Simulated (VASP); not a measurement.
# AlRu (km) (Pm-3m) in VASP: single point with PBEsol

Aim: the single point of AlRu (km) with PBEsol.

Program: VASP 6.6.1. These are calculated values, not measurements. Logs are shortened: lines on timing, memory, paths and dates and some standing lists are left out, and cuts for length are marked.

### Step 1. The cell of the first run

Symmetry: Pm-3m, No. 221, cubic system. Conventional cell: a = 2.976 Å, b = 2.976 Å, c = 2.976 Å, α = 90.00°, β = 90.00°, γ = 90.00°. Al (site symmetry m-3m) has 8 Ru at 2.58 Å and 6 Al at 2.98 Å within 3.4 Å. Within 3.4 Å of Ru (site symmetry m-3m) lie 8 Al at 2.58 Å and 6 Ru at 2.98 Å.

### Step 2. Single point, PBEsol

The input, INCAR:

```
SYSTEM = AlRu
PREC = Accurate
ENCUT = 500
EDIFF = 1E-6
ISMEAR = 0
SIGMA = 0.1
LREAL = .False.
LASPH = .True.
NELM = 120
ALGO = Normal
ISIF = 2
LWAVE = .False.
LCHARG = .True.
GGA = PS
LELF = .True.
LVHAR = .True.
NBANDS = 16
GGA_COMPAT = .False.
```

The input, KPOINTS:

```
regular mesh
0
Gamma
  6 6 6
  0 0 0
```

The input, POSCAR:

```
AlRu
1.0
    2.9762217273      0.0000000000      0.0000000000
    0.0000000000      2.9762217273      0.0000000000
    0.0000000000      0.0000000000      2.9762217273
Al Ru
1 1
Direct
    0.0000000000      0.0000000000      0.0000000000
    0.5000000000      0.5000000000      0.5000000000
```

Potentials or basis: VASP PAW PBE potentials, release 64 (Al, Ru_pv).

Started as:

```sh
> cat potpaw_PBE.64/Al/POTCAR potpaw_PBE.64/Ru_pv/POTCAR > POTCAR
> mpirun -np 1 vasp_std > vasp.out
```

OUTCAR:

```text
SYSTEM = AlRu
   PREC = Accurate
   ENCUT = 500
   EDIFF = 1E-6
   ISMEAR = 0
   LREAL = .False.
   LASPH = .True.
   NELM = 120
   ISIF = 2
   GGA = PS

 ion  position               nearest neighbor table
   1  0.000  0.000  0.000-   2 2.58   2 2.58   2 2.58   2 2.58   2 2.58   2 2.58   2 2.58   2 2.58

   2  0.500  0.500  0.500-   1 2.58   1 2.58   1 2.58   1 2.58   1 2.58   1 2.58   1 2.58   1 2.58

  LATTYP: Found a simple cubic cell.
 ALAT       =     2.9762217273

  Lattice vectors:

 A1 = (   2.9762217273,   0.0000000000,   0.0000000000)
 A2 = (   0.0000000000,   2.9762217273,   0.0000000000)
 A3 = (   0.0000000000,   0.0000000000,   2.9762217273)

Analysis of symmetry for initial positions (statically):
=====================================================================
 Subroutine PRICEL returns:
 Original cell was already a primitive cell.

 Routine SETGRP: Setting up the symmetry group for a
 simple cubic supercell.

 Subroutine GETGRP returns: Found 48 space group operations
 (whereof 48 operations were pure point group operations)
 out of a pool of 48 trial point group operations.

The static configuration has the point symmetry O_h .

Analysis of symmetry for dynamics (positions and initial velocities):
=====================================================================
 Subroutine PRICEL returns:
 Original cell was already a primitive cell.

 Routine SETGRP: Setting up the symmetry group for a
 simple cubic supercell.

 Subroutine GETGRP returns: Found 48 space group operations
 (whereof 48 operations were pure point group operations)
 out of a pool of 48 trial point group operations.

The dynamic configuration has the point symmetry O_h .

 Subroutine INISYM returns: Found 48 space group operations
 (whereof 48 operations are pure point group operations),
 and found     1 'primitive' translations

----------------------------------------------------------------------------------------

                                     Primitive cell

  volume of cell :      26.3631

  direct lattice vectors                    reciprocal lattice vectors
     2.976221727  0.000000000  0.000000000     0.335996472  0.000000000  0.000000000
     0.000000000  2.976221727  0.000000000     0.000000000  0.335996472  0.000000000
     0.000000000  0.000000000  2.976221727     0.000000000  0.000000000  0.335996472

  length of vectors
     2.976221727  2.976221727  2.976221727     0.335996472  0.335996472  0.335996472

  position of ions in fractional coordinates (direct lattice)
     0.000000000  0.000000000  0.000000000
     0.500000000  0.500000000  0.500000000

  ion indices of the primitive-cell ions
   primitive index   ion index
                 1           1
                 2           2

----------------------------------------------------------------------------------------

 KPOINTS: regular mesh

Automatic generation of k-mesh.
 Grid dimensions read from file:
 generate k-points for:    6    6    6

 Generating k-lattice:

  Cartesian coordinates                     Fractional coordinates (reciprocal lattice)
     0.055999412  0.000000000  0.000000000     0.166666667  0.000000000  0.000000000
     0.000000000  0.055999412  0.000000000     0.000000000  0.166666667  0.000000000
     0.000000000  0.000000000  0.055999412     0.000000000  0.000000000  0.166666667

  Length of vectors
     0.055999412  0.055999412  0.055999412

  Shift w.r.t. Gamma in fractional coordinates (k-lattice)
     0.000000000  0.000000000  0.000000000

 Subroutine IBZKPT returns following result:
 ===========================================

 Found     20 irreducible k-points:

 Following reciprocal coordinates:
            Coordinates               Weight
  0.000000  0.000000  0.000000      1.000000
  0.166667  0.000000  0.000000      6.000000
  0.333333  0.000000  0.000000      6.000000
  0.500000  0.000000  0.000000      3.000000
  0.166667  0.166667  0.000000     12.000000
  0.333333  0.166667  0.000000     24.000000
[... 12 lines left out ...]
  0.500000  0.500000  0.333333      6.000000
  0.500000  0.500000  0.500000      1.000000
   k-points           NKPTS =     20   k-points in BZ     NKDIM =     20   number of bands    NBANDS=     16
   number of dos      NEDOS =    301   number of ions     NIONS =      2
   total plane-waves  NPLWV =  13824
   dimension x,y,z NGX =    24 NGY =   24 NGZ =   24
   dimension x,y,z NGXF=    48 NGYF=   48 NGZF=   48
   ions per type =               1   1
   NGX,Y,Z   is equivalent  to a cutoff of  13.41, 13.41, 13.41 a.u.
   NGXF,Y,Z  is equivalent  to a cutoff of  26.81, 26.81, 26.81 a.u.
 SYSTEM =  AlRu
   PREC   = accura    normal or accurate (medium, high low for compatibility)
   ISTART =      0    job   : 0-new  1-cont  2-samecut
   ICHARG =      2    charge: 1-file 2-atom 10-const
   ISPIN  =      1    spin polarized calculation?
   LNONCOLLINEAR =      F non collinear calculations
   LSORBIT =      F    spin-orbit coupling
   LASPH  =      T    aspherical Exc in radial PAW
   ENCUT  =  500.0 eV  36.75 Ry    6.06 a.u.   5.43  5.43  5.43*2*pi/ulx,y,z
   NELM   =    120;   NELMIN=  2; NELMDL= -5     # of ELM steps
   EDIFF  = 0.1E-05   stopping-criterion for ELM
   LREAL  =      F    real-space projection
   EDIFFG = 0.1E-04   stopping-criterion for IOM
   NSW    =      0    number of steps for IOM
   IBRION =     -1    ionic relax: 0-MD 1-quasi-New 2-CG
   NFREE  =      0    steps in history (QN), initial steepest desc. (CG)
   ISIF   =      2    stress and relaxation
   ISYM   =      2    0-nonsym 1-usesym 2-fastsym
   POTIM  = 0.5000    time-step for ionic-motion
   TEBEG  =    0.0;   TEEND  =   0.0 temperature during run
   PSTRESS=    0.0 pullay stress
   NELECT =      17.0000    total number of electrons
   NUPDOWN=      -1.0000    fix difference up-down
   EMIN   =  10.00;   EMAX   =-10.00  energy-range for DOS
   EFERMI =   0.00;   METHOD = LEGACY
   ISMEAR =     0;   SIGMA  =   0.10  broadening in eV -4-tet -1-fermi 0-gaus
   EFERMI_NEDOS =   21; number of points for ismear=-14 and -15
   IALGO  =     38    algorithm
   IMIX   =      4    mixing-type and parameters
     AMIX     =   0.40;   BMIX     =  1.00
     AMIX_MAG =   1.60;   BMIX_MAG =  1.00
  volume/ion in A,a.u.               =      13.18        88.95
  Fermi-wavevector in a.u.,A,eV,Ry     =   1.414357  2.672748 27.217190  2.000407
  Thomas-Fermi vector in A             =   2.535908
   LORBIT       =      0    0 simple, 1 ext, 2 COOP (PROOUT), +10 PAW based schemes
   GGA     = PS    functional components
   LHFCALC =     F    Hartree Fock is set to
   AEXX    =    0.0000 exact exchange contribution
   IVDW    =     0    specifies the selected vdW correction
   LEPSILON=     F    determine dielectric tensor
   LRPA    =     F    only Hartree local field effects (RPA)
 non-spin polarized calculation
 Gauss-broadening in eV      SIGMA  =   0.10
  energy-cutoff  :      500.00
  volume of cell :       26.36
 maximum number of plane-waves:       691
 NGX is ok and might be reduce to    24
   NGX = 11   NGY = 11   NGZ = 11

 number of electron      16.9999995 magnetization

 Free energy of the ion-electron system (eV)
  ---------------------------------------------------
  ext. energy  EPLUGINS =         0.00000000
  ---------------------------------------------------
  free energy    TOTEN  =       -15.52546234 eV

  energy without entropy =      -15.51335496  energy(sigma->0) =      -15.51940865

 E-fermi :  10.6839     XC(G=0): -12.7691

 val. band max:       10.6211186407   @ k =   0.1667   0.1667   0.0000
 cond. band min:      10.6868472879   @ k =   0.3333   0.1667   0.0000
 fundamental gap:      0.0657286472
 Fermi energy:        10.6839275229

 k-point     1 :       0.0000    0.0000    0.0000
  band No.  band energies     occupation
      1     -30.9137      2.00000
      2     -30.9137      2.00000
      3     -30.9137      2.00000
      4       1.0398      2.00000
      5       7.1496      2.00000
      6       7.1496      2.00000
[... 8 lines left out ...]
     15      22.7642      0.00000
     16      26.1900      0.00000

 k-point     2 :       0.1667    0.0000    0.0000
  band No.  band energies     occupation
      1     -30.9701      2.00000
      2     -30.9090      2.00000
      3     -30.9090      2.00000
      4       1.5727      2.00000
      5       7.2900      2.00000
      6       7.3323      2.00000
[... 8 lines left out ...]
     15      23.2053      0.00000
     16      27.9331      0.00000

 k-point     3 :       0.3333    0.0000    0.0000
  band No.  band energies     occupation
      1     -31.0815      2.00000
      2     -30.8995      2.00000
      3     -30.8995      2.00000
      4       3.0399      2.00000
      5       6.8936      2.00000
      6       7.7391      2.00000
[... 8 lines left out ...]
     15      24.0708      0.00000
     16      25.9271      0.00000

 k-point     4 :       0.5000    0.0000    0.0000
  band No.  band energies     occupation
      1     -31.1366      2.00000
      2     -30.8947      2.00000
      3     -30.8947      2.00000
      4       4.8806      2.00000
      5       5.3096      2.00000
      6       7.9690      2.00000
[... 8 lines left out ...]
     15      23.7608      0.00000
     16      23.7608      0.00000
[... 248 lines left out ...]
 k-point    18 :       0.5000    0.3333    0.3333
  band No.  band energies     occupation
      1     -31.0960      2.00000
      2     -31.0390      2.00000
      3     -31.0366      2.00000
      4       5.5586      2.00000
      5       6.6773      2.00000
      6       6.7869      2.00000
[... 8 lines left out ...]
     15      22.1234      0.00000
     16      22.7671      0.00000

 k-point    19 :       0.5000    0.5000    0.3333
  band No.  band energies     occupation
      1     -31.0897      2.00000
      2     -31.0897      2.00000
      3     -31.0320      2.00000
      4       5.6574      2.00000
      5       6.5154      2.00000
      6       6.5154      2.00000
[... 8 lines left out ...]
     15      20.9157      0.00000
     16      22.7604      0.00000

 k-point    20 :       0.5000    0.5000    0.5000
  band No.  band energies     occupation
      1     -31.0836      2.00000
      2     -31.0836      2.00000
      3     -31.0836      2.00000
      4       6.0888      2.00000
      5       6.0888      2.00000
      6       6.0888      2.00000
[... 8 lines left out ...]
     15      19.5228      0.00000
     16      22.6667      0.00000

------------------------ aborting loop because EDIFF is reached ----------------------------------------

  FORCE on cell =-STRESS in cart. coord.  units (eV):
  Direction    XX          YY          ZZ          XY          YZ          ZX
  --------------------------------------------------------------------------------------
  -------------------------------------------------------------------------------------
  Total        0.0012424      0.0012424      0.0012424      0.0000000     -0.0000000      0.0000000
  in kB        0.0755076      0.0755076      0.0755076      0.0000000     -0.0000000      0.0000000
  external PRESSURE =       0.0755076 kB  Pullay stress =       0.0000000 kB

 VOLUME and BASIS-vectors are now :
 -----------------------------------------------------------------------------
  energy-cutoff  :      500.00
  volume of cell :       26.36
      direct lattice vectors                 reciprocal lattice vectors
     2.976221727  0.000000000  0.000000000     0.335996472  0.000000000  0.000000000
     0.000000000  2.976221727  0.000000000     0.000000000  0.335996472  0.000000000
     0.000000000  0.000000000  2.976221727     0.000000000  0.000000000  0.335996472

 POSITION                                       TOTAL-FORCE (eV/Angst)
 -----------------------------------------------------------------------------------
      0.00000      0.00000      0.00000         0.000000      0.000000      0.000000
      1.48811      1.48811      1.48811         0.000000      0.000000      0.000000
 -----------------------------------------------------------------------------------
    total drift:                                0.000000     -0.000000     -0.000000

  FREE ENERGIE OF THE ION-ELECTRON SYSTEM (eV)
  ---------------------------------------------------
  free  energy   TOTEN  =       -15.5254623400 eV

  energy  without entropy=      -15.5133549590  energy(sigma->0) =      -15.51940865
```

It took 11 s on 1 thread of AMD EPYC 7R13, shared host; peak memory 0.11 GiB.

Results:

```yaml
Free_energy: -15.5255 eV
Pressure: 0.0 GPa
```

Caveat: the PAW data sets were made with another functional, which shifts forces and pressure a little.
